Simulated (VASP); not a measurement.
# Al2W2O (P4/mmm) in VASP: a series of runs

Al2W2O is run at these levels: PBE; tasks: single point, relaxation of cell and atoms.

Everything below comes from runs of VASP 6.6.1. Logs are shortened: lines on timing, memory, paths and dates and some standing lists are left out, and cuts for length are marked.

### 1 The cell of the first run

The structure is tetragonal, space group P4/mmm (No. 123). The conventional cell has a = 4.547 Å, b = 4.547 Å, c = 3.883 Å, α = 90.00°, β = 90.00°, γ = 90.00°. Al (site symmetry 4/mmm) has 2 Al at 1.94 Å and 4 W at 2.27 Å within 2.6 Å. Al (site symmetry 4/mmm) has 2 Al at 1.94 Å within 2.6 Å. Within 3.0 Å of W (site symmetry mmm) lie 6 Al at 2.27 to 2.99 Å and 2 O at 2.27 Å. Within 3.0 Å of O (site symmetry 4/mmm) lie 4 W at 2.27 Å.

### 2 Single point, PBE

Input file INCAR:

```
PREC = Accurate
ENCUT = 520
EDIFF = 1E-6
ISMEAR = 0
SIGMA = 0.1
LREAL = F
LASPH = T
NELM = 80
ALGO = Normal
ISIF = 2
LWAVE = F
LCHARG = F
GGA = PE
NBANDS = 28
```

Input file KPOINTS:

```
regular mesh
0
Gamma
  4 4 4
```

Input file POSCAR:

```
Al2W2O
1.0
    4.5474382500      0.0000000000      0.0000000000
    0.0000000000      4.5474382500      0.0000000000
    0.0000000000      0.0000000000      3.8833712300
Al W O
2 2 1
Direct
    0.5000000000      0.5000000000      0.0000000000
    0.5000000000      0.5000000000      0.5000000000
    0.0000000000      0.5000000000      0.0000000000
    0.5000000000      0.0000000000      0.0000000000
    0.0000000000      0.0000000000      0.0000000000
```

Potentials or basis: VASP PAW PBE potentials, release 64 (Al, W_sv, O).

Started as:

```
> cat potpaw_PBE.64/Al/POTCAR potpaw_PBE.64/W_sv/POTCAR potpaw_PBE.64/O/POTCAR > POTCAR
> mpirun -np 1 vasp_std > vasp.out
```

OUTCAR:

```text
PREC = Accurate
   ENCUT = 520
   EDIFF = 1E-6
   ISMEAR = 0
   LREAL = F
   LASPH = T
   NELM = 80
   ISIF = 2
   GGA = PE

 ion  position               nearest neighbor table
   1  0.500  0.500  0.000-   2 1.94   2 1.94   4 2.27   3 2.27   4 2.27   3 2.27
   2  0.500  0.500  0.500-   1 1.94   1 1.94   4 2.99   3 2.99   3 2.99   4 2.99   4 2.99   4 2.99
                             3 2.99   3 2.99
   3  0.000  0.500  0.000-   1 2.27   5 2.27   5 2.27   1 2.27   2 2.99   2 2.99   2 2.99   2 2.99
                             4 3.22   4 3.22   4 3.22   4 3.22
   4  0.500  0.000  0.000-   1 2.27   5 2.27   1 2.27   5 2.27   2 2.99   2 2.99   2 2.99   2 2.99
                             3 3.22   3 3.22   3 3.22   3 3.22
   5  0.000  0.000  0.000-   3 2.27   4 2.27   3 2.27   4 2.27

  LATTYP: Found a simple tetragonal cell.
 ALAT       =     4.5474382500
 C/A-ratio  =     0.8539689857

  Lattice vectors:

 A1 = (   4.5474382500,   0.0000000000,   0.0000000000)
 A2 = (   0.0000000000,   4.5474382500,   0.0000000000)
 A3 = (   0.0000000000,   0.0000000000,   3.8833712300)

Analysis of symmetry for initial positions (statically):
=====================================================================
 Subroutine PRICEL returns:
 Original cell was already a primitive cell.

 Routine SETGRP: Setting up the symmetry group for a
 simple tetragonal supercell.

 Subroutine GETGRP returns: Found 16 space group operations
 (whereof 16 operations were pure point group operations)
 out of a pool of 16 trial point group operations.

The static configuration has the point symmetry D_4h.

Analysis of symmetry for dynamics (positions and initial velocities):
=====================================================================
 Subroutine PRICEL returns:
 Original cell was already a primitive cell.

 Routine SETGRP: Setting up the symmetry group for a
 simple tetragonal supercell.

 Subroutine GETGRP returns: Found 16 space group operations
 (whereof 16 operations were pure point group operations)
 out of a pool of 16 trial point group operations.

The dynamic configuration has the point symmetry D_4h.

 Subroutine INISYM returns: Found 16 space group operations
 (whereof 16 operations are pure point group operations),
 and found     1 'primitive' translations

----------------------------------------------------------------------------------------

                                     Primitive cell

  volume of cell :      80.3050

  direct lattice vectors                    reciprocal lattice vectors
     4.547438250  0.000000000  0.000000000     0.219904031  0.000000000  0.000000000
     0.000000000  4.547438250  0.000000000     0.000000000  0.219904031  0.000000000
     0.000000000  0.000000000  3.883371230     0.000000000  0.000000000  0.257508217

  length of vectors
     4.547438250  4.547438250  3.883371230     0.219904031  0.219904031  0.257508217

  position of ions in fractional coordinates (direct lattice)
     0.500000000  0.500000000  0.000000000
     0.500000000  0.500000000  0.500000000
     0.000000000  0.500000000  0.000000000
     0.500000000  0.000000000  0.000000000
     0.000000000  0.000000000  0.000000000

  ion indices of the primitive-cell ions
   primitive index   ion index
                 1           1
                 2           2
                 3           3
                 4           4
                 5           5

----------------------------------------------------------------------------------------

 KPOINTS: regular mesh

Automatic generation of k-mesh.
 Grid dimensions read from file:
 generate k-points for:    4    4    4

 Generating k-lattice:

  Cartesian coordinates                     Fractional coordinates (reciprocal lattice)
     0.054976008  0.000000000  0.000000000     0.250000000  0.000000000  0.000000000
     0.000000000  0.054976008  0.000000000     0.000000000  0.250000000  0.000000000
     0.000000000  0.000000000  0.064377054     0.000000000  0.000000000  0.250000000

  Length of vectors
     0.054976008  0.054976008  0.064377054

  Shift w.r.t. Gamma in fractional coordinates (k-lattice)
     0.000000000  0.000000000  0.000000000

 Subroutine IBZKPT returns following result:
 ===========================================

 Found     18 irreducible k-points:

 Following reciprocal coordinates:
            Coordinates               Weight
  0.000000  0.000000  0.000000      1.000000
  0.250000  0.000000  0.000000      4.000000
  0.500000  0.000000  0.000000      2.000000
  0.250000  0.250000  0.000000      4.000000
  0.500000  0.250000  0.000000      4.000000
  0.500000  0.500000  0.000000      1.000000
[... 10 lines left out ...]
  0.500000  0.250000  0.500000      4.000000
  0.500000  0.500000  0.500000      1.000000
   k-points           NKPTS =     18   k-points in BZ     NKDIM =     18   number of bands    NBANDS=     28
   number of dos      NEDOS =    301   number of ions     NIONS =      5
[... 66 lines left out ...]

 val. band max:        7.4470088765   @ k =   0.5000   0.2500   0.2500
 cond. band min:       7.4900527656   @ k =   0.5000   0.5000   0.5000
 fundamental gap:      0.0430438891
 Fermi energy:         7.4803509044

 k-point     1 :       0.0000    0.0000    0.0000
  band No.  band energies     occupation
      1     -67.1587      2.00000
      2     -67.1443      2.00000
      3     -31.6794      2.00000
      4     -31.6794      2.00000
      5     -31.2851      2.00000
      6     -31.2851      2.00000
[... 20 lines left out ...]
     27      10.3570      0.00000
     28      10.8045      0.00000

 k-point     2 :       0.2500    0.0000    0.0000
  band No.  band energies     occupation
      1     -67.1565      2.00000
      2     -67.1463      2.00000
      3     -31.6743      2.00000
      4     -31.6695      2.00000
      5     -31.3035      2.00000
      6     -31.2957      2.00000
[... 20 lines left out ...]
     27      11.3801      0.00000
     28      12.6768      0.00000

 k-point     3 :       0.5000    0.0000    0.0000
  band No.  band energies     occupation
      1     -67.1515      2.00000
      2     -67.1510      2.00000
      3     -31.6685      2.00000
      4     -31.6589      2.00000
      5     -31.3226      2.00000
      6     -31.3069      2.00000
[... 20 lines left out ...]
     27      12.9628      0.00000
     28      12.9740      0.00000

 k-point     4 :       0.2500    0.2500    0.0000
  band No.  band energies     occupation
      1     -67.1548      2.00000
      2     -67.1476      2.00000
      3     -31.7280      2.00000
      4     -31.6096      2.00000
      5     -31.3667      2.00000
      6     -31.2506      2.00000
[... 20 lines left out ...]
     27      12.2098      0.00000
     28      12.8880      0.00000

 k-point     5 :       0.5000    0.2500    0.0000
  band No.  band energies     occupation
      1     -67.1512      2.00000
      2     -67.1510      2.00000
      3     -31.7495      2.00000
      4     -31.5817      2.00000
      5     -31.3999      2.00000
      6     -31.2360      2.00000
[... 20 lines left out ...]
     27      12.3903      0.00000
     28      12.5091      0.00000

 k-point     6 :       0.5000    0.5000    0.0000
  band No.  band energies     occupation
      1     -67.1510      2.00000
      2     -67.1510      2.00000
      3     -31.7860      2.00000
      4     -31.5489      2.00000
      5     -31.4369      2.00000
      6     -31.2054      2.00000
[... 277 lines left out ...]
      5     -31.3205      2.00000
      6     -31.3053      2.00000
[... 20 lines left out ...]
     27      11.7485      0.00000
     28      11.8331      0.00000

 k-point    16 :       0.2500    0.2500    0.5000
  band No.  band energies     occupation
      1     -67.1546      2.00000
      2     -67.1474      2.00000
      3     -31.7265      2.00000
      4     -31.6084      2.00000
      5     -31.3646      2.00000
      6     -31.2491      2.00000
[... 20 lines left out ...]
     27      11.1977      0.00000
     28      11.6228      0.00000

 k-point    17 :       0.5000    0.2500    0.5000
  band No.  band energies     occupation
      1     -67.1509      2.00000
      2     -67.1507      2.00000
      3     -31.7479      2.00000
      4     -31.5806      2.00000
      5     -31.3975      2.00000
      6     -31.2345      2.00000
[... 20 lines left out ...]
     27      11.0246      0.00000
     28      13.0238      0.00000

 k-point    18 :       0.5000    0.5000    0.5000
  band No.  band energies     occupation
      1     -67.1507      2.00000
      2     -67.1507      2.00000
      3     -31.7843      2.00000
      4     -31.5479      2.00000
      5     -31.4342      2.00000
      6     -31.2040      2.00000
[... 20 lines left out ...]
     27      12.2330      0.00000
     28      13.2541      0.00000

------------------------ aborting loop because EDIFF is reached ----------------------------------------

  FORCE on cell =-STRESS in cart. coord.  units (eV):
  Direction    XX          YY          ZZ          XY          YZ          ZX
  --------------------------------------------------------------------------------------
  -------------------------------------------------------------------------------------
  Total        2.7386296      2.7386296     27.4479700      0.0000000      0.0000000      0.0000000
  in kB       54.6388253     54.6388253    547.6187156      0.0000000      0.0000000      0.0000000
  external PRESSURE =     218.9654554 kB  Pullay stress =       0.0000000 kB

 VOLUME and BASIS-vectors are now :
 -----------------------------------------------------------------------------
  energy-cutoff  :      520.00
  volume of cell :       80.30
      direct lattice vectors                 reciprocal lattice vectors
     4.547438250  0.000000000  0.000000000     0.219904031  0.000000000  0.000000000
     0.000000000  4.547438250  0.000000000     0.000000000  0.219904031  0.000000000
     0.000000000  0.000000000  3.883371230     0.000000000  0.000000000  0.257508217

 POSITION                                       TOTAL-FORCE (eV/Angst)
 -----------------------------------------------------------------------------------
      2.27372      2.27372      0.00000         0.000000      0.000000      0.000000
      2.27372      2.27372      1.94169         0.000000      0.000000      0.000000
      0.00000      2.27372      0.00000         0.000000      0.000000      0.000000
      2.27372      0.00000      0.00000         0.000000      0.000000      0.000000
      0.00000      0.00000      0.00000         0.000000      0.000000      0.000000
 -----------------------------------------------------------------------------------
    total drift:                                0.000000     -0.000000     -0.000000

  FREE ENERGIE OF THE ION-ELECTRON SYSTEM (eV)
  ---------------------------------------------------
  free  energy   TOTEN  =       -29.3631116823 eV

  energy  without entropy=      -29.3349208453  energy(sigma->0) =      -29.34901626
```

It took 31 s on 1 thread of Intel Xeon Platinum 8259CL at 2.50GHz (Skylake/Cascade Lake), shared host; peak memory 0.2 GiB.

What came out:

```yaml
Free_energy: -29.3631 eV
Pressure: 21.9 GPa
Band_gap_on_the_k_mesh: zero (band 20 reaches 8.44 eV, above the bottom of band 21 at 6.51 eV)
```

Stress tensor (GPa, compression positive):
```
 5.46  0.00  0.00
 0.00  5.46  0.00
 0.00  0.00 54.76
```

Levels at points of the mesh, in eV from the Fermi level:
| k point | band 16 | band 17 | band 18 | band 19 | band 20 | band 21 | band 22 | band 23 | band 24 | band 25 |
| --- | --- | --- | --- | --- | --- | --- | --- | --- | --- | --- |
| (0.00, 0.00, 0.00) | -1.84 | -1.84 | -1.51 | -1.48 | -0.97 | -0.97 | -0.36 | 0.58 | 0.58 | 1.06 |
| (0.50, 0.00, 0.00) | -3.34 | -2.40 | -2.03 | -1.41 | -0.57 | -0.06 | 0.87 | 1.11 | 1.19 | 2.17 |
| (0.50, 0.50, 0.00) | -4.31 | -2.12 | -2.12 | 0.64 | 0.95 | 1.11 | 1.45 | 1.45 | 1.86 | 3.60 |
| (0.00, 0.00, 0.50) | -3.46 | -3.46 | -0.35 | 0.04 | 0.04 | 0.36 | 0.99 | 0.99 | 1.26 | 1.33 |
| (0.50, 0.00, 0.50) | -2.97 | -2.69 | -1.00 | -0.91 | -0.43 | 0.74 | 0.93 | 1.01 | 1.24 | 1.56 |
| (0.50, 0.50, 0.50) | -4.45 | -1.33 | -1.33 | 0.01 | 0.34 | 0.77 | 1.00 | 1.00 | 1.58 | 1.58 |

Caveat: the k points lie up to 0.40 Å⁻¹ apart; spin-orbit coupling is left out, which moves the levels of the heavy elements.

### 3 Single point, PBE

This run uses another cell than the first one, of 19.79 Å³/atom, 1.232 times its volume.

Input file INCAR:

```
SYSTEM = Al2W2O
  ALGO = Normal
  EDIFF = 1E-6
  ENCUT = 520
  GGA = PE
  ISIF = 2
  ISMEAR = 0
  LASPH = .True.
  LCHARG = .False.
  LREAL = .False.
  LWAVE = .False.
  NBANDS = 28
  NELM = 100
  PREC = Accurate
  SIGMA = 0.1
```

Input file KPOINTS:

```
k-points
0
Gamma
  4 4 4
  0 0 0
```

Changes to POSCAR since step 2:

```diff
@@ -2,5 +2,5 @@
 1.0
-    4.5474382500      0.0000000000      0.0000000000
-    0.0000000000      4.5474382500      0.0000000000
-    0.0000000000      0.0000000000      3.8833712300
+    4.5439355416      0.0000000000      0.0000000000
+    0.0000000000      4.5439355416      0.0000000000
+    0.0000000000      0.0000000000      4.7934123797
 Al W O
```

Potentials or basis: VASP PAW PBE potentials, release 64 (Al, W_sv, O).

Started as:

```
> cat potpaw_PBE.64/Al/POTCAR potpaw_PBE.64/W_sv/POTCAR potpaw_PBE.64/O/POTCAR > POTCAR
> mpirun -np 1 vasp_std > vasp.out
```

Wall time 36 s (1 thread of Intel Xeon Platinum 8259CL at 2.50GHz (Skylake/Cascade Lake), shared host); peak memory 0.22 GiB.

It converged, with:

| Quantity | Value |
| --- | --- |
| Free energy | -31.8190 eV |
| Pressure | 0.2 GPa |
| Band gap on the k mesh | zero (band 20 reaches 6.19 eV, above the bottom of band 21 at 5.05 eV) |

Stress tensor (GPa, compression positive):
```
0.24 0.00 0.00
0.00 0.24 0.00
0.00 0.00 0.00
```

Levels at points of the mesh, in eV from the Fermi level:
| k point | band 18 | band 19 | band 20 | band 21 | band 22 | band 23 |
| --- | --- | --- | --- | --- | --- | --- |
| (0.00, 0.00, 0.00) | -1.87 | -0.52 | -0.20 | 0.10 | 0.10 | 0.47 |
| (0.50, 0.00, 0.00) | -1.71 | -1.30 | -0.52 | -0.34 | 0.63 | 1.04 |
| (0.50, 0.50, 0.00) | -1.68 | 0.70 | 0.71 | 0.82 | 0.97 | 1.49 |
| (0.00, 0.00, 0.50) | -1.04 | -0.26 | 0.35 | 0.35 | 0.52 | 1.11 |
| (0.50, 0.00, 0.50) | -0.74 | -0.56 | -0.49 | -0.37 | -0.11 | 0.63 |
| (0.50, 0.50, 0.50) | -0.70 | -0.04 | -0.04 | 0.47 | 0.58 | 0.92 |

Caveat: spin-orbit coupling is left out, which moves the levels of the heavy elements.

### 4 Relaxation of cell and atoms, PBE

Input file INCAR:

```
PREC = Accurate
ENCUT = 600
EDIFF = 1E-7
ISMEAR = 0
SIGMA = 0.1
LREAL = F
LASPH = T
NELM = 60
ALGO = Normal
ISIF = 3
LWAVE = F
LCHARG = F
GGA = PE
IBRION = 2
NSW = 90
EDIFFG = -0.04
```

Input file KPOINTS:

```
regular mesh
0
Gamma
  4 4 4
```

Changes to POSCAR since step 3:

```diff
@@ -2,5 +2,5 @@
 1.0
-    4.5439355416      0.0000000000      0.0000000000
-    0.0000000000      4.5439355416      0.0000000000
-    0.0000000000      0.0000000000      4.7934123797
+    4.5474382500      0.0000000000      0.0000000000
+    0.0000000000      4.5474382500      0.0000000000
+    0.0000000000      0.0000000000      3.8833712300
 Al W O
```

Started as:

```
> cat potpaw_PBE.64/Al/POTCAR potpaw_PBE.64/W_sv/POTCAR potpaw_PBE.64/O/POTCAR > POTCAR
> mpirun -np 1 vasp_std > vasp.out
```

Run time: 3.9 min. Hardware: 1 thread of Intel Xeon Platinum 8259CL at 2.50GHz (Skylake/Cascade Lake), shared host; peak memory 0.22 GiB.

The run converged. Its results:

- Free energy: -31.8013 eV
- Relaxed volume: 19.73 Å³/atom
- Relaxed cell: a = 4.546 Å, b = 4.546 Å, c = 4.775 Å, α = 90.00°, β = 90.00°, γ = 90.00°
- Space group after relaxing (to 0.05 Å): P4/mmm (No. 123)
- Energy gained by relaxing: 487.1 meV/atom
- Ionic steps: 8
- Pressure after relaxing: 0.1 GPa
- Band gap on the k mesh: zero (band 20 reaches 6.22 eV, above the bottom of band 21 at 5.08 eV)

The path:
```tsv
step	energy change (eV)	largest force (eV/Å)	pressure (GPa)	volume (Å³)
1	0.0000	0.0000	21.87	80.30
2	-2.2456	0.0000	-6.97	106.98
3	-2.3375	0.0000	-3.27	100.19
4	-2.3397	0.0000	-4.05	101.42
5	-2.3613	0.0000	4.72	95.76
6	-2.4348	0.0000	0.27	98.32
7	-2.4349	0.0000	0.37	98.25
8	-2.4357	0.0000	0.11	98.66
```

Final structure:
```
CELL_PARAMETERS angstrom
4.54561 0.00000 0.00000
0.00000 4.54561 0.00000
0.00000 0.00000 4.77472
ATOMIC_POSITIONS crystal
Al 0.50000 0.50000 0.00000
Al 0.50000 0.50000 0.50000
W 0.00000 0.50000 0.00000
W 0.50000 0.00000 0.00000
O 0.00000 0.00000 0.00000
```

Levels at points of the mesh, in eV from the Fermi level:
```csv
k point,band 16,band 17,band 18,band 19,band 20,band 21,band 22,band 23,band 24
"(0.00, 0.00, 0.00)",-2.07,-1.87,-1.87,-0.53,-0.21,0.08,0.08,0.47,0.47
"(0.50, 0.00, 0.00)",-2.79,-2.59,-1.72,-1.30,-0.52,-0.33,0.64,1.04,1.14
"(0.50, 0.50, 0.00)",-4.41,-1.68,-1.68,0.70,0.71,0.87,0.97,1.48,1.48
"(0.00, 0.00, 0.50)",-2.48,-2.48,-1.02,-0.26,0.35,0.35,0.53,1.10,1.30
"(0.50, 0.00, 0.50)",-2.60,-1.91,-0.74,-0.56,-0.49,-0.36,-0.09,0.65,1.25
"(0.50, 0.50, 0.50)",-4.25,-0.71,-0.71,-0.03,-0.03,0.47,0.57,0.91,1.53
```

Caveat: the k points lie up to 0.35 Å⁻¹ apart in the final cell; the volume moved by over 15 % at a fixed basis, so the end points are rough; spin-orbit coupling is left out, which moves the levels of the heavy elements.

### 5 The runs side by side

| task | cell | cutoff (eV) | gap on the mesh (eV) | pressure (GPa) |
| --- | --- | --- | --- | --- |
| single point | a = 4.547, b = 4.547, c = 3.883 Å, 5 atoms | 520 | none | 21.9 |
| single point | a = 4.544, b = 4.544, c = 4.793 Å, 5 atoms | 520 | none | 0.2 |
| relaxation of cell and atoms | relaxed from a = 4.547, b = 4.547, c = 3.883 Å, 5 atoms | 600 | none | 0.1 |

Alike in all rows: level PBE; potentials or basis VASP PAW PBE potentials, release 64 (Al, W_sv, O); no spin polarisation; k mesh 4 × 4 × 4; smearing gaussian 0.1 eV.

Caveats: some runs use coarse meshes; spin-orbit coupling is left out, which moves the levels of the heavy elements; the volume moved by over 15 % at a fixed basis, so the end points are rough (some runs).

Total energies depend on the potentials used, so only differences within one code and one set of settings carry meaning.
